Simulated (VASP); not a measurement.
# TiCo (Pm-3m) in VASP: a series of runs, part 2 of 2

VASP 6.6.1. Earlier steps stand in the parts before.

## Step 4: Single point, PBE+D4, collinear spin, ferromagnetic start

This run uses another cell than the first one, of 12.98 Å³/atom, 1.016 times its volume.

Input file INCAR:

```
SYSTEM = TiCo
PREC = Accurate
ENCUT = 520
EDIFF = 1E-7
ISMEAR = -1
SIGMA = 0.05
LREAL = .False.
LASPH = .True.
NELM = 150
ALGO = Normal
ISIF = 2
LWAVE = .False.
LCHARG = .True.
ISPIN = 2
MAGMOM = 2 1
LORBIT = 11
LMAXMIX = 4
GGA = PE
IVDW = 13
LELF = .True.
LVHAR = .True.
NBANDS = 22
```

Input file KPOINTS:

```
regular mesh
0
Gamma
  9 9 9
  0 0 0
```

Input file POSCAR:

```
TiCo
1.0
    2.9610048643      0.0000000000      0.0000000000
    0.0000000000      2.9610048643      0.0000000000
    0.0000000000      0.0000000000      2.9610048643
Co Ti
1 1
Direct
    0.5000000000      0.5000000000      0.5000000000
    0.0000000000      0.0000000000      0.0000000000
```

Potentials or basis: VASP PAW PBE potentials, release 64 (Co, Ti_sv).

On the command line:

```sh
$ cat potpaw_PBE.64/Co/POTCAR potpaw_PBE.64/Ti_sv/POTCAR > POTCAR
$ mpirun -np 1 vasp_std > vasp.out
```

OUTCAR:

```text
SYSTEM = TiCo
   PREC = Accurate
   ENCUT = 520
   EDIFF = 1E-7
   ISMEAR = -1
   LREAL = .False.
   LASPH = .True.
   NELM = 150
   ISIF = 2
   ISPIN = 2
   LORBIT = 11
   GGA = PE
   IVDW = 13

 ion  position               nearest neighbor table
   1  0.500  0.500  0.500-   2 2.56   2 2.56   2 2.56   2 2.56   2 2.56   2 2.56   2 2.56   2 2.56

   2  0.000  0.000  0.000-   1 2.56   1 2.56   1 2.56   1 2.56   1 2.56   1 2.56   1 2.56   1 2.56

  LATTYP: Found a simple cubic cell.
 ALAT       =     2.9610048643

  Lattice vectors:

 A1 = (   2.9610048643,   0.0000000000,   0.0000000000)
 A2 = (   0.0000000000,   2.9610048643,   0.0000000000)
 A3 = (   0.0000000000,   0.0000000000,   2.9610048643)

Analysis of symmetry for initial positions (statically):
=====================================================================
 Subroutine PRICEL returns:
 Original cell was already a primitive cell.

 Routine SETGRP: Setting up the symmetry group for a
 simple cubic supercell.

 Subroutine GETGRP returns: Found 48 space group operations
 (whereof 48 operations were pure point group operations)
 out of a pool of 48 trial point group operations.

The static configuration has the point symmetry O_h .

Analysis of symmetry for dynamics (positions and initial velocities):
=====================================================================
 Subroutine PRICEL returns:
 Original cell was already a primitive cell.

 Routine SETGRP: Setting up the symmetry group for a
 simple cubic supercell.

 Subroutine GETGRP returns: Found 48 space group operations
 (whereof 48 operations were pure point group operations)
 out of a pool of 48 trial point group operations.

The dynamic configuration has the point symmetry O_h .

Analysis of structural, dynamic, and magnetic symmetry:
=====================================================================
 Subroutine PRICEL returns:
 Original cell was already a primitive cell.

 Routine SETGRP: Setting up the symmetry group for a
 simple cubic supercell.

 Subroutine GETGRP returns: Found 48 space group operations
 (whereof 48 operations were pure point group operations)
 out of a pool of 48 trial point group operations.

The overall configuration has the point symmetry O_h .

 Subroutine INISYM returns: Found 48 space group operations
 (whereof 48 operations are pure point group operations),
 and found     1 'primitive' translations

----------------------------------------------------------------------------------------

                                     Primitive cell

  volume of cell :      25.9608

  direct lattice vectors                    reciprocal lattice vectors
     2.961004864  0.000000000  0.000000000     0.337723187  0.000000000  0.000000000
     0.000000000  2.961004864  0.000000000     0.000000000  0.337723187  0.000000000
     0.000000000  0.000000000  2.961004864     0.000000000  0.000000000  0.337723187

  length of vectors
     2.961004864  2.961004864  2.961004864     0.337723187  0.337723187  0.337723187

  position of ions in fractional coordinates (direct lattice)
     0.500000000  0.500000000  0.500000000
     0.000000000  0.000000000  0.000000000

  ion indices of the primitive-cell ions
   primitive index   ion index
                 1           1
                 2           2

[... 66 lines left out ...]
   LNONCOLLINEAR =      F non collinear calculations
   LSORBIT =      F    spin-orbit coupling
   LASPH  =      T    aspherical Exc in radial PAW
   ENCUT  =  520.0 eV  38.22 Ry    6.18 a.u.   5.51  5.51  5.51*2*pi/ulx,y,z
   NELM   =    150;   NELMIN=  2; NELMDL= -5     # of ELM steps
   EDIFF  = 0.1E-06   stopping-criterion for ELM
   LREAL  =      F    real-space projection
   EDIFFG = 0.1E-05   stopping-criterion for IOM
   NSW    =      0    number of steps for IOM
   IBRION =     -1    ionic relax: 0-MD 1-quasi-New 2-CG
   NFREE  =      0    steps in history (QN), initial steepest desc. (CG)
   ISIF   =      2    stress and relaxation
   ISYM   =      2    0-nonsym 1-usesym 2-fastsym
   POTIM  = 0.5000    time-step for ionic-motion
   TEBEG  =    0.0;   TEEND  =   0.0 temperature during run
   PSTRESS=    0.0 pullay stress
   NELECT =      21.0000    total number of electrons
   NUPDOWN=      -1.0000    fix difference up-down
   EMIN   =  10.00;   EMAX   =-10.00  energy-range for DOS
   EFERMI =   0.00;   METHOD = LEGACY
   ISMEAR =    -1;   SIGMA  =   0.05  broadening in eV -4-tet -1-fermi 0-gaus
   EFERMI_NEDOS =   21; number of points for ismear=-14 and -15
   IALGO  =     38    algorithm
   IMIX   =      4    mixing-type and parameters
     AMIX     =   0.40;   BMIX     =  1.00
     AMIX_MAG =   1.60;   BMIX_MAG =  1.00
  volume/ion in A,a.u.               =      12.98        87.60
  Fermi-wavevector in a.u.,A,eV,Ry     =   1.525371  2.882533 31.657445  2.326757
  Thomas-Fermi vector in A             =   2.633550
   LORBIT       =     11    0 simple, 1 ext, 2 COOP (PROOUT), +10 PAW based schemes
   GGA     = PE    functional components
   LHFCALC =     F    Hartree Fock is set to
   AEXX    =    0.0000 exact exchange contribution
   IVDW    =    13    specifies the selected vdW correction
   LEPSILON=     F    determine dielectric tensor
   LRPA    =     F    only Hartree local field effects (RPA)
 spin polarized calculation
  energy-cutoff  :      520.00
  volume of cell :       25.96
 maximum number of plane-waves:       739
 NGX is ok and might be reduce to    24
   NGX = 11   NGY = 11   NGZ = 11

 number of electron      20.9999991 magnetization       0.7400618

 Free energy of the ion-electron system (eV)
  ---------------------------------------------------
  ext. energy  EPLUGINS =         0.00000000
  ---------------------------------------------------
  free energy    TOTEN  =       -15.67912684 eV

  energy without entropy =      -15.66182812  energy(sigma->0) =      -15.67047748

 E-fermi :  10.2906     XC(G=0): -12.7098

 val. band max:       10.2810768323   @ k =   0.4444   0.4444   0.3333
 cond. band min:      10.2954899496   @ k =   0.3333   0.3333   0.2222
 fundamental gap:      0.0144131173
 Fermi energy:        10.2905848199

 spin component 1

 k-point     1 :       0.0000    0.0000    0.0000
  band No.  band energies     occupation
      1     -46.8578      1.00000
      2     -22.9430      1.00000
      3     -22.9430      1.00000
      4     -22.9430      1.00000
      5       2.4737      1.00000
      6       6.0216      1.00000
[... 589 lines left out ...]
     21      27.3292      0.00000
     22      30.4364      0.00000

 [... further k-points ...]

 spin component 2

 k-point     1 :       0.0000    0.0000    0.0000
  band No.  band energies     occupation
      1     -46.8623      1.00000
      2     -22.9481      1.00000
      3     -22.9481      1.00000
      4     -22.9481      1.00000
      5       2.4635      1.00000
      6       6.5859      1.00000
[... 589 lines left out ...]
     21      27.3673      0.00000
     22      30.4184      0.00000

 [... further k-points ...]

------------------------ aborting loop because EDIFF is reached ----------------------------------------

  DFT-D4 for vdW energy calculation

  Edisp (eV):   -0.62671

  FORCE on cell =-STRESS in cart. coord.  units (eV):
  Direction    XX          YY          ZZ          XY          YZ          ZX
  --------------------------------------------------------------------------------------
  -------------------------------------------------------------------------------------
  Total      -0.11381    -0.11381    -0.11381    -0.00000     0.00000     0.00000
  in kB      -7.02384    -7.02384    -7.02384    -0.00000     0.00000     0.00000
  external pressure =       -7.02 kB  Pullay stress =        0.00 kB

 VOLUME and BASIS-vectors are now :
 -----------------------------------------------------------------------------
  energy-cutoff  :      520.00
  volume of cell :       25.96
      direct lattice vectors                 reciprocal lattice vectors
     2.961004864  0.000000000  0.000000000     0.337723187  0.000000000  0.000000000
     0.000000000  2.961004864  0.000000000     0.000000000  0.337723187  0.000000000
     0.000000000  0.000000000  2.961004864     0.000000000  0.000000000  0.337723187

 POSITION                                       TOTAL-FORCE (eV/Angst)
 -----------------------------------------------------------------------------------
      1.48050      1.48050      1.48050         0.000000      0.000000      0.000000
      0.00000      0.00000      0.00000         0.000000      0.000000      0.000000
 -----------------------------------------------------------------------------------
    total drift:                                0.000000      0.000000     -0.000000

  FREE ENERGIE OF THE ION-ELECTRON SYSTEM (eV)
  ---------------------------------------------------
  free  energy   TOTEN  =       -16.3058396682 eV

  energy  without entropy=      -16.2885409510  energy(sigma->0) =      -16.29719031

 total charge

# of ion       s       p       d       tot
------------------------------------------
    1        0.534   0.472   7.328   8.333
    2        2.253   6.188   1.882  10.322
--------------------------------------------------
tot          2.786   6.659   9.210  18.655

 magnetization (x)

# of ion       s       p       d       tot
------------------------------------------
    1        0.025  -0.006   0.787   0.806
    2       -0.002  -0.012  -0.007  -0.022
--------------------------------------------------
tot          0.022  -0.018   0.780   0.784
```

stdout:

```text
POSCAR found type information on POSCAR CoTi
 POSCAR found :  2 types and       2 ions
 scaLAPACK will be used
 LDA part: xc-table for (Slater+PW92), standard interpolation
 POSCAR, INCAR and KPOINTS ok, starting setup
 FFT: planning ... GRIDC
 FFT: planning ... GRID_SOFT
 FFT: planning ... GRID
 WAVECAR not read
 entering main loop
```

Run time: 40 s. Hardware: 1 thread of Intel Xeon 6975P-C, shared host; peak memory 0.17 GiB.

What came out:

| Item | Value |
| --- | --- |
| Free energy | -16.3058 eV |
| Pressure | -0.7 GPa |
| Net moment | 0.74 μB per cell |
| Site moments | Co +0.81; Ti -0.02 μB |
| Valence electrons inside the program's atomic spheres | Co 8.33; Ti 10.32 |
| Dispersion energy per atom | -0.313 eV |

Caveat: pairwise dispersion overbinds metals, which lowers pressure and volume.

## Step 5: Summary

```tsv
level	cell	gap on the mesh (eV)	pressure (GPa)	moment (μB)
PBEsol	a = 2.946 Å, 2 atoms	none	-2.0	0.59
PBE+D3(BJ)	a = 2.942 Å, 2 atoms	none	-0.7	0.69
PBE+D4	a = 2.961 Å, 2 atoms	none	-0.7	0.74
```

Alike in all rows: task single point; potentials or basis VASP PAW PBE potentials, release 64 (Co, Ti_sv); spin collinear, ferromagnetic start; k mesh 9 × 9 × 9; cutoff (eV) 520; smearing fermi-dirac 0.05 eV.

Caveats: pairwise dispersion overbinds metals, which lowers pressure and volume (some runs); the PAW data sets were made with another functional, which shifts forces and pressure a little (some runs).

Total energies depend on the potentials used, so only differences within one code and one set of settings carry meaning.
